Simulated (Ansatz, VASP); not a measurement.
Ge in VASP and in Ansatz

Contents of INCAR:

```
SYSTEM = Ge
ALGO = Normal
EDIFF = 1E-6
ENCUT = 520
GGA = PE
ISIF = 2
ISMEAR = 0
LASPH = .TRUE.
LCHARG = .TRUE.
LELF = .TRUE.
LREAL = .FALSE.
LVHAR = .TRUE.
LWAVE = .FALSE.
NBANDS = 51
NELM = 100
PREC = Accurate
SIGMA = 0.1
```

KPOINTS

```
k-points
0
G
  4 6 4
  0 0 0
```

File POSCAR:

```
Ge
1.0
    7.3238486200      0.0000000000      0.0000000000
    0.0000000000      3.5193815900      0.0000000000
    0.0000000000      0.0000000000      5.0504609300
Ge
6
Direct
    0.4130875300      0.5000000000      0.2018806100
    0.5869124700      0.5000000000      0.7981193900
    0.9130875300      0.5000000000      0.7981193900
    0.0869124700      0.5000000000      0.2018806100
    0.0000000000      0.0000000000      0.5000000000
    0.5000000000      0.0000000000      0.5000000000
```

Input for Ansatz:

```yaml
crystal:
  lattice:
    - [7.32384862, 0.0, 0.0]
    - [0.0, 3.51938159, 0.0]
    - [0.0, 0.0, 5.05046093]
  atoms:
    - { symbol: Ge, position: [0.41308753, 0.5, 0.20188061] }
    - { symbol: Ge, position: [0.58691247, 0.5, 0.79811939] }
    - { symbol: Ge, position: [0.91308753, 0.5, 0.79811939] }
    - { symbol: Ge, position: [0.08691247, 0.5, 0.20188061] }
    - { symbol: Ge, position: [0.0, 0.0, 0.5] }
    - { symbol: Ge, position: [0.5, 0.0, 0.5] }
basis:
  ecutwfc: 420
kpoints:
  mp_grid: { grid: [4, 6, 4] }
hamiltonian:
  xc: pbe
scf:
  occupations: { method: gaussian, width: 0.1 }
  lower_state_search: "off"
output:
  forces: true
  stress: true
  eigenvalues: true
```

Alike in both runs: task single point; functional PBE; k mesh 4 × 6 × 4; occupations gaussian, width 0.1 eV; no spin polarisation.

```csv
,VASP,Ansatz
version,VASP 6.6.1,Ansatz 0.2.0
potentials or method,"VASP PAW PBE potentials, release 64 (Ge_d), cutoff 520 eV","scalar-relativistic, plane waves, PAW"
valence electrons in the cell,84,84
```

VASP gave:

* gap on the k mesh at the Fermi level (eV): none
* pressure (GPa): 13.0
* traceless stress, the component that is largest in VASP (GPa): -6.40
* rms of the force components (eV/Å): 0.267

Question: What did Ansatz give for the same quantities?

Answer: gap on the k mesh at the Fermi level (eV): none; pressure (GPa): 12.9; traceless stress, the component that is largest in VASP (GPa): -6.39; rms of the force components (eV/Å): 0.267.

Atom by atom the forces differ by 0.000 eV/Å (rms over components). A gap of «none» marks a metal or a gap that the smearing closes.
